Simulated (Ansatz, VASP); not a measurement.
Two plane-wave programs on CaO

```
CELL_PARAMETERS angstrom
0.00000 2.45070 2.45070
2.45070 0.00000 2.45070
2.45070 2.45070 0.00000
ATOMIC_POSITIONS crystal
Ca 0.00000 0.00000 0.00000
O 0.50000 0.50000 0.50000
```

Alike in both runs: task single point; functional BLYP; k mesh 10 × 10 × 10; occupations fermi-dirac, width 0.05 eV; no spin polarisation.

|  | VASP | Ansatz |
| --- | --- | --- |
| version | VASP 6.6.1 | Ansatz 0.2.0 |
| potentials or method | VASP PAW PBE potentials, release 64 (Ca_sv, O) | Ansatz PAW |
| plane-wave cutoff (eV) | 520 | 420 |
| valence electrons in the cell | 16 | 16 |

VASP gave:

```
gap on the k mesh at the Fermi level (eV) : 3.73
least direct gap on the mesh (eV)         : 4.11
pressure (GPa)                            : -1.4
```

Q: Which values does Ansatz return?

A: gap on the k mesh at the Fermi level (eV): 3.75; least direct gap on the mesh (eV): 4.13; pressure (GPa): -1.9.

VASP's potentials were made for PBE, not for BLYP.
